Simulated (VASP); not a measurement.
**Tl: single point with PBE**

Tl, a slab with vacuum:

```
CELL_PARAMETERS angstrom
3.61243 0.00000 0.00000
-1.80621 3.12846 0.00000
0.00000 0.00000 26.13054
ATOMIC_POSITIONS crystal
Tl 0.33333 0.66667 0.28984
Tl 0.66667 0.33333 0.39615
Tl 0.33333 0.66667 0.50000
Tl 0.66667 0.33333 0.60385
Tl 0.33333 0.66667 0.71016
```

- Program: VASP 6.6.1
- Task: single point
- Functional: PBE
- Potentials or basis: VASP PAW PBE potentials, release 64 (Tl_d)
- Cutoff: 520 eV
- k mesh: 12 × 12 × 1
- Occupations: gaussian, width 0.1 eV
- Spin: no spin polarisation
- Dipole correction: yes
- Further INCAR settings: ALGO = Normal; EDIFF = 1e-07; NBANDS = 40

```json
{"Largest force": "0.003 eV/Å", "Band gap on the k mesh": "zero (an odd number of electrons rules out a gap without spin polarisation)"}
```

Forces in eV/Å, atoms in the order of the input:
```
Tl   0.000  0.000  0.000
Tl   0.000  0.000 -0.003
Tl   0.000  0.000  0.000
Tl   0.000  0.000  0.003
Tl   0.000  0.000  0.000
```

Levels at points of the mesh, in eV from the Fermi level:
| k point | band 28 | band 29 | band 30 | band 31 | band 32 | band 33 | band 34 | band 35 | band 36 | band 37 |
| --- | --- | --- | --- | --- | --- | --- | --- | --- | --- | --- |
| (0.00, 0.00, 0.00) | -8.00 | -6.84 | -5.43 | -1.83 | -0.23 | 1.72 | 2.94 | 3.77 | 4.04 | 5.80 |
| (0.50, 0.00, 0.00) | -4.89 | -4.65 | -4.57 | -1.98 | -1.88 | -1.10 | -0.92 | 0.25 | 1.82 | 3.12 |

It took 2.7 min on 1 thread of Intel(R) Xeon(R) 6975P-C (Granite Rapids), with other jobs on the host, peak memory 0.46 GiB.

Caveat: spin-orbit coupling is left out, which moves the levels of the heavy elements.
